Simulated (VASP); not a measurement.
# K (P6_3/mmc) in VASP: notebook

K is run at these levels: PBEsol; tasks: single point.

Everything below comes from runs of VASP 6.6.1. Logs are shortened: lines on timing, memory, paths and dates and some standing lists are left out, and cuts for length are marked.

**1. The cell of the first run**

The structure is hexagonal, space group P6_3/mmc (No. 194). The conventional cell has a = 3.439 Å, b = 3.439 Å, c = 5.571 Å, α = 90.00°, β = 90.00°, γ = 120.00°. Within 4.5 Å of K (site symmetry -6m2) lie 12 K at 3.42 to 3.44 Å.

This isn't the form of K at room conditions, which is bcc.

**2. Single point, PBEsol**

INCAR

```
  PREC = Accurate
  ENCUT = 520
  EDIFF = 1E-6
  ISMEAR = -1
  SIGMA = 0.05
  LREAL = False
  LASPH = True
  NELM = 80
  ALGO = Normal
  ISIF = 2
  LWAVE = False
  LCHARG = False
  GGA = PS
  NBANDS = 16
```

KPOINTS

```
regular mesh
0
Gamma
  10 10 5
```

POSCAR

```
K
1.0
    3.4389403882      0.0000000000      0.0000000000
   -1.7194701941      2.9782097382      0.0000000000
    0.0000000000      0.0000000000      5.5710834288
K
2
Direct
    0.3333333333      0.6666666667      0.2500000000
    0.6666666667      0.3333333333      0.7500000000
```

Potentials or basis: VASP PAW PBE potentials, release 64 (K_sv).

The run is started by

```
> cat potpaw_PBE.64/K_sv/POTCAR > POTCAR
> mpirun -np 1 vasp_std > vasp.out
```

OUTCAR:

```text
PREC = Accurate
   ENCUT = 520
   EDIFF = 1E-6
   ISMEAR = -1
   LREAL = False
   LASPH = True
   NELM = 80
   ISIF = 2
   GGA = PS

 ion  position               nearest neighbor table
   1  0.333  0.667  0.250-   2 3.42   2 3.42   2 3.42   2 3.42   2 3.42   2 3.42
   2  0.667  0.333  0.750-   1 3.42   1 3.42   1 3.42   1 3.42   1 3.42   1 3.42

  LATTYP: Found a hexagonal cell.
 ALAT       =     3.4389403882
 C/A-ratio  =     1.6200000000

  Lattice vectors:

 A1 = (   3.4389403882,   0.0000000000,   0.0000000000)
 A2 = (  -1.7194701941,   2.9782097382,   0.0000000000)
 A3 = (   0.0000000000,   0.0000000000,   5.5710834288)

Analysis of symmetry for initial positions (statically):
=====================================================================
 Subroutine PRICEL returns:
 Original cell was already a primitive cell.

 Routine SETGRP: Setting up the symmetry group for a
 hexagonal supercell.

 Subroutine GETGRP returns: Found 24 space group operations
 (whereof 12 operations were pure point group operations)
 out of a pool of 24 trial point group operations.

The static configuration has the point symmetry D_3d.
 The point group associated with its full space group is D_6h.

Analysis of symmetry for dynamics (positions and initial velocities):
=====================================================================
 Subroutine PRICEL returns:
 Original cell was already a primitive cell.

 Routine SETGRP: Setting up the symmetry group for a
 hexagonal supercell.

 Subroutine GETGRP returns: Found 24 space group operations
 (whereof 12 operations were pure point group operations)
 out of a pool of 24 trial point group operations.

The dynamic configuration has the point symmetry D_3d.
 The point group associated with its full space group is D_6h.

 Subroutine INISYM returns: Found 24 space group operations
 (whereof 12 operations are pure point group operations),
 and found     1 'primitive' translations

----------------------------------------------------------------------------------------

                                     Primitive cell

  volume of cell :      57.0584

  direct lattice vectors                    reciprocal lattice vectors
     3.438940388  0.000000000  0.000000000     0.290787245  0.167886094  0.000000000
    -1.719470194  2.978209738  0.000000000     0.000000000  0.335772188  0.000000000
     0.000000000  0.000000000  5.571083429     0.000000000  0.000000000  0.179498299

[... 82 lines left out ...]
   NELM   =     80;   NELMIN=  2; NELMDL= -5     # of ELM steps
   EDIFF  = 0.1E-05   stopping-criterion for ELM
   LREAL  =      F    real-space projection
   EDIFFG = 0.1E-04   stopping-criterion for IOM
   NSW    =      0    number of steps for IOM
   IBRION =     -1    ionic relax: 0-MD 1-quasi-New 2-CG
   NFREE  =      0    steps in history (QN), initial steepest desc. (CG)
   ISIF   =      2    stress and relaxation
   ISYM   =      2    0-nonsym 1-usesym 2-fastsym
   POTIM  = 0.5000    time-step for ionic-motion
   TEBEG  =    0.0;   TEEND  =   0.0 temperature during run
   PSTRESS=    0.0 pullay stress
   NELECT =      18.0000    total number of electrons
   NUPDOWN=      -1.0000    fix difference up-down
   EMIN   =  10.00;   EMAX   =-10.00  energy-range for DOS
   EFERMI =   0.00;   METHOD = LEGACY
   ISMEAR =    -1;   SIGMA  =   0.05  broadening in eV -4-tet -1-fermi 0-gaus
   EFERMI_NEDOS =   21; number of points for ismear=-14 and -15
   IALGO  =     38    algorithm
   IMIX   =      4    mixing-type and parameters
     AMIX     =   0.40;   BMIX     =  1.00
     AMIX_MAG =   1.60;   BMIX_MAG =  1.00
  volume/ion in A,a.u.               =      28.53       192.52
  Fermi-wavevector in a.u.,A,eV,Ry     =   1.114446  2.105998 16.898307  1.241990
  Thomas-Fermi vector in A             =   2.251041
   LORBIT       =      0    0 simple, 1 ext, 2 COOP (PROOUT), +10 PAW based schemes
   GGA     = PS    functional components
   LHFCALC =     F    Hartree Fock is set to
   AEXX    =    0.0000 exact exchange contribution
   IVDW    =     0    specifies the selected vdW correction
   LEPSILON=     F    determine dielectric tensor
   LRPA    =     F    only Hartree local field effects (RPA)
 non-spin polarized calculation
  energy-cutoff  :      520.00
  volume of cell :       57.06
 maximum number of plane-waves:      1558
 NGX is ok and might be reduce to    28
   NGX = 13   NGY = 13   NGZ = 21

 number of electron      18.0000000 magnetization

 Free energy of the ion-electron system (eV)
  ---------------------------------------------------
  ext. energy  EPLUGINS =         0.00000000
  ---------------------------------------------------
  free energy    TOTEN  =         0.00401701 eV

  energy without entropy =        0.02424919  energy(sigma->0) =        0.01413310

 E-fermi :   3.2864     XC(G=0):  -8.7307

 val. band max:        3.2825318541   @ k =   0.3000   0.2000   0.0000
 cond. band min:       3.3029757654   @ k =   0.3000   0.2000   0.2000
 fundamental gap:      0.0204439114
 Fermi energy:         3.2864352806

 k-point     1 :       0.0000    0.0000    0.0000
  band No.  band energies     occupation
      1     -29.0659      2.00000
      2     -28.8551      2.00000
      3     -13.2529      2.00000
      4     -12.1728      2.00000
      5     -12.1728      2.00000
      6     -12.0291      2.00000
[... 433 lines left out ...]
      3     -13.1293      2.00000
      4     -12.9473      2.00000
      5     -12.5901      2.00000
      6     -12.4368      2.00000
[... 8 lines left out ...]
     15       7.6900      0.00000
     16      10.4557      0.00000

 [... further k-points ...]

------------------------ aborting loop because EDIFF is reached ----------------------------------------

  FORCE on cell =-STRESS in cart. coord.  units (eV):
  Direction    XX          YY          ZZ          XY          YZ          ZX
  --------------------------------------------------------------------------------------
  -------------------------------------------------------------------------------------
  Total        5.7625174      5.7625174      5.9382708      0.0000000      0.0000000      0.0000000
  in kB      161.8092114    161.8092113    166.7442972      0.0000000      0.0000000      0.0000000
  external PRESSURE =     163.4542400 kB  Pullay stress =       0.0000000 kB

 VOLUME and BASIS-vectors are now :
 -----------------------------------------------------------------------------
  energy-cutoff  :      520.00
  volume of cell :       57.06
      direct lattice vectors                 reciprocal lattice vectors
     3.438940388  0.000000000  0.000000000     0.290787245  0.167886094  0.000000000
    -1.719470194  2.978209738  0.000000000     0.000000000  0.335772188  0.000000000
     0.000000000  0.000000000  5.571083429     0.000000000  0.000000000  0.179498299

 POSITION                                       TOTAL-FORCE (eV/Angst)
 -----------------------------------------------------------------------------------
     -0.00000      1.98547      1.39277        -0.000000      0.000000      0.000000
      1.71947      0.99274      4.17831         0.000000      0.000000      0.000000
 -----------------------------------------------------------------------------------
    total drift:                               -0.000000      0.000000     -0.000000

  FREE ENERGIE OF THE ION-ELECTRON SYSTEM (eV)
  ---------------------------------------------------
  free  energy   TOTEN  =         0.0040170129 eV

  energy  without entropy=        0.0242491896  energy(sigma->0) =        0.01413310
```

OSZICAR:

```text
N       E                     dE             d eps       ncg     rms          rms(c)
DAV:   1     0.129945584883E+03    0.12995E+03   -0.86782E+03  1344   0.103E+03
DAV:   2     0.783003358164E+01   -0.12212E+03   -0.11755E+03  1656   0.311E+02
DAV:   3     0.910010459531E-01   -0.77390E+01   -0.76994E+01  2544   0.556E+01
DAV:   4    -0.212815190478E-01   -0.11228E+00   -0.11215E+00  1624   0.647E+00
DAV:   5    -0.234336537894E-01   -0.21521E-02   -0.21518E-02  2192   0.604E-01    0.824E+00
DAV:   6     0.707060252284E-02    0.30504E-01   -0.57518E-02  1520   0.221E+00    0.558E+00
DAV:   7    -0.869956806810E-03   -0.79406E-02   -0.11303E-01  2408   0.249E+00    0.585E-01
DAV:   8     0.410773587760E-02    0.49777E-02   -0.19857E-02  1616   0.132E+00    0.196E-01
DAV:   9     0.402548685702E-02   -0.82249E-04   -0.18020E-03  2168   0.262E-01    0.986E-02
DAV:  10     0.401680203527E-02   -0.86848E-05   -0.19756E-05  1736   0.326E-02    0.196E-02
DAV:  11     0.401701287001E-02    0.21083E-06   -0.20849E-06  1872   0.831E-03
   1 F= 0.40170129E-02 E0= 0.14133101E-01  d E =-.202322E-01
```

stdout:

```text
POSCAR found type information on POSCAR K
 POSCAR found :  1 types and       2 ions
 scaLAPACK will be used
 -----------------------------------------------------------------------------
|                                                                             |
|                                                                             |
|     You enforced a specific xc type in the INCAR file but a different       |
|     I HOPE YOU KNOW WHAT YOU ARE DOING!                                     |
|                                                                             |
 -----------------------------------------------------------------------------

 LDA part: xc-table for (Slater+PW92), standard interpolation
 POSCAR, INCAR and KPOINTS ok, starting setup
 FFT: planning ... GRIDC
 FFT: planning ... GRID_SOFT
 FFT: planning ... GRID
 WAVECAR not read
 entering main loop
```

It took 31 s on 1 thread of Intel Xeon Platinum 8488C (Sapphire Rapids), shared host; peak memory 0.18 GiB.

What came out:

```yaml
Free_energy: 0.0040 eV
Pressure: 16.3 GPa
Band_gap_on_the_k_mesh: zero (bands 9 and 10 overlap by 2.21 eV)
```

Stress tensor (GPa, compression positive):
```
16.18  0.00  0.00
 0.00 16.18  0.00
 0.00  0.00 16.67
```

Levels at points of the mesh, in eV from the Fermi level:
| k point | band 6 | band 7 | band 8 | band 9 | band 10 | band 11 | band 12 | band 13 |
| --- | --- | --- | --- | --- | --- | --- | --- | --- |
| (0.00, 0.00, 0.00) | -15.32 | -15.32 | -15.30 | -3.49 | -0.20 | 2.05 | 4.33 | 4.33 |
| (0.50, 0.00, 0.00) | -15.72 | -15.58 | -15.45 | 0.13 | 0.31 | 0.62 | 1.72 | 3.40 |

Caveat: the cell stands under pressure; the PAW data sets were made with another functional, which shifts forces and pressure a little.

**3. Single point, PBEsol (28.53 Å³/atom)**

INCAR

```
SYSTEM = K
ALGO = Normal
EDIFF = 1E-6
ENCUT = 520
GGA = PS
ISIF = 2
ISMEAR = -1
LASPH = .TRUE.
LCHARG = .FALSE.
LREAL = .FALSE.
LWAVE = .FALSE.
NBANDS = 16
NELM = 60
PREC = Accurate
SIGMA = 0.05
```

KPOINTS

```
k-points
0
G
  10 10 5
  0 0 0
```

POSCAR is that of step 2.

Potentials or basis: VASP PAW PBE potentials, release 64 (K_sv).

The run is started by

```
> cat potpaw_PBE.64/K_sv/POTCAR > POTCAR
> mpirun -np 1 vasp_std > vasp.out
```

OUTCAR:

```text
SYSTEM = K
   EDIFF = 1E-6
   ENCUT = 520
   GGA = PS
   ISIF = 2
   ISMEAR = -1
   LASPH = .TRUE.
   LREAL = .FALSE.
   NELM = 60
   PREC = Accurate

 ion  position               nearest neighbor table
   1  0.333  0.667  0.250-   2 3.42   2 3.42   2 3.42   2 3.42   2 3.42   2 3.42
   2  0.667  0.333  0.750-   1 3.42   1 3.42   1 3.42   1 3.42   1 3.42   1 3.42

  LATTYP: Found a hexagonal cell.
 ALAT       =     3.4389403882
 C/A-ratio  =     1.6200000000

  Lattice vectors:

 A1 = (   3.4389403882,   0.0000000000,   0.0000000000)
 A2 = (  -1.7194701941,   2.9782097382,   0.0000000000)
 A3 = (   0.0000000000,   0.0000000000,   5.5710834288)

Analysis of symmetry for initial positions (statically):
=====================================================================
 Subroutine PRICEL returns:
 Original cell was already a primitive cell.

 Routine SETGRP: Setting up the symmetry group for a
 hexagonal supercell.

 Subroutine GETGRP returns: Found 24 space group operations
 (whereof 12 operations were pure point group operations)
 out of a pool of 24 trial point group operations.

The static configuration has the point symmetry D_3d.
 The point group associated with its full space group is D_6h.

Analysis of symmetry for dynamics (positions and initial velocities):
=====================================================================
 Subroutine PRICEL returns:
 Original cell was already a primitive cell.

 Routine SETGRP: Setting up the symmetry group for a
 hexagonal supercell.

 Subroutine GETGRP returns: Found 24 space group operations
 (whereof 12 operations were pure point group operations)
 out of a pool of 24 trial point group operations.

The dynamic configuration has the point symmetry D_3d.
 The point group associated with its full space group is D_6h.

 Subroutine INISYM returns: Found 24 space group operations
 (whereof 12 operations are pure point group operations),
 and found     1 'primitive' translations
[... 112 lines left out ...]
   IALGO  =     38    algorithm
   IMIX   =      4    mixing-type and parameters
     AMIX     =   0.40;   BMIX     =  1.00
     AMIX_MAG =   1.60;   BMIX_MAG =  1.00
  volume/ion in A,a.u.               =      28.53       192.52
  Fermi-wavevector in a.u.,A,eV,Ry     =   1.114446  2.105998 16.898307  1.241990
  Thomas-Fermi vector in A             =   2.251041
   LORBIT       =      0    0 simple, 1 ext, 2 COOP (PROOUT), +10 PAW based schemes
   GGA     = PS    functional components
   LHFCALC =     F    Hartree Fock is set to
   AEXX    =    0.0000 exact exchange contribution
   IVDW    =     0    specifies the selected vdW correction
   LEPSILON=     F    determine dielectric tensor
   LRPA    =     F    only Hartree local field effects (RPA)
 non-spin polarized calculation
  energy-cutoff  :      520.00
  volume of cell :       57.06
 maximum number of plane-waves:      1558
 NGX is ok and might be reduce to    28
   NGX = 13   NGY = 13   NGZ = 21

 number of electron      18.0000000 magnetization

 Free energy of the ion-electron system (eV)
  ---------------------------------------------------
  ext. energy  EPLUGINS =         0.00000000
  ---------------------------------------------------
  free energy    TOTEN  =         0.00401701 eV

  energy without entropy =        0.02424919  energy(sigma->0) =        0.01413310

 E-fermi :   3.2864     XC(G=0):  -8.7307

 val. band max:        3.2825318541   @ k =   0.3000   0.2000   0.0000
 cond. band min:       3.3029757654   @ k =   0.3000   0.2000   0.2000
 fundamental gap:      0.0204439114
 Fermi energy:         3.2864352806

 k-point     1 :       0.0000    0.0000    0.0000
  band No.  band energies     occupation
      1     -29.0659      2.00000
      2     -28.8551      2.00000
      3     -13.2529      2.00000
      4     -12.1728      2.00000
      5     -12.1728      2.00000
      6     -12.0291      2.00000
[... 433 lines left out ...]
      3     -13.1293      2.00000
      4     -12.9473      2.00000
      5     -12.5901      2.00000
      6     -12.4368      2.00000
[... 8 lines left out ...]
     15       7.6900      0.00000
     16      10.4557      0.00000

 [... further k-points ...]

------------------------ aborting loop because EDIFF is reached ----------------------------------------

  FORCE on cell =-STRESS in cart. coord.  units (eV):
  Direction    XX          YY          ZZ          XY          YZ          ZX
  --------------------------------------------------------------------------------------
  -------------------------------------------------------------------------------------
  Total        5.7625174      5.7625174      5.9382708      0.0000000      0.0000000      0.0000000
  in kB      161.8092114    161.8092113    166.7442972      0.0000000      0.0000000      0.0000000
  external PRESSURE =     163.4542400 kB  Pullay stress =       0.0000000 kB

 VOLUME and BASIS-vectors are now :
 -----------------------------------------------------------------------------
  energy-cutoff  :      520.00
  volume of cell :       57.06
      direct lattice vectors                 reciprocal lattice vectors
     3.438940388  0.000000000  0.000000000     0.290787245  0.167886094  0.000000000
    -1.719470194  2.978209738  0.000000000     0.000000000  0.335772188  0.000000000
     0.000000000  0.000000000  5.571083429     0.000000000  0.000000000  0.179498299

 POSITION                                       TOTAL-FORCE (eV/Angst)
 -----------------------------------------------------------------------------------
     -0.00000      1.98547      1.39277        -0.000000      0.000000      0.000000
      1.71947      0.99274      4.17831         0.000000      0.000000      0.000000
 -----------------------------------------------------------------------------------
    total drift:                               -0.000000      0.000000     -0.000000

  FREE ENERGIE OF THE ION-ELECTRON SYSTEM (eV)
  ---------------------------------------------------
  free  energy   TOTEN  =         0.0040170129 eV

  energy  without entropy=        0.0242491896  energy(sigma->0) =        0.01413310
```

OSZICAR:

```text
N       E                     dE             d eps       ncg     rms          rms(c)
DAV:   1     0.129945584883E+03    0.12995E+03   -0.86782E+03  1344   0.103E+03
DAV:   2     0.783003358164E+01   -0.12212E+03   -0.11755E+03  1656   0.311E+02
DAV:   3     0.910010459531E-01   -0.77390E+01   -0.76994E+01  2544   0.556E+01
DAV:   4    -0.212815190478E-01   -0.11228E+00   -0.11215E+00  1624   0.647E+00
DAV:   5    -0.234336537894E-01   -0.21521E-02   -0.21518E-02  2192   0.604E-01    0.824E+00
DAV:   6     0.707060252284E-02    0.30504E-01   -0.57518E-02  1520   0.221E+00    0.558E+00
DAV:   7    -0.869956806810E-03   -0.79406E-02   -0.11303E-01  2408   0.249E+00    0.585E-01
DAV:   8     0.410773587760E-02    0.49777E-02   -0.19857E-02  1616   0.132E+00    0.196E-01
DAV:   9     0.402548685702E-02   -0.82249E-04   -0.18020E-03  2168   0.262E-01    0.986E-02
DAV:  10     0.401680203527E-02   -0.86848E-05   -0.19756E-05  1736   0.326E-02    0.196E-02
DAV:  11     0.401701287001E-02    0.21083E-06   -0.20849E-06  1872   0.831E-03
   1 F= 0.40170129E-02 E0= 0.14133101E-01  d E =-.202322E-01
```

Run time: 53 s. Hardware: 1 thread of Intel Xeon Platinum 8488C (Sapphire Rapids), shared host; peak memory 0.18 GiB.

What came out:

* Free energy: 0.0040 eV
* Pressure: 16.3 GPa
* Band gap on the k mesh: zero (bands 9 and 10 overlap by 2.21 eV)

Caveat: the cell stands under pressure; the PAW data sets were made with another functional, which shifts forces and pressure a little.

The gap in the log of VASP goes by the Fermi energy; the results here count the filled bands.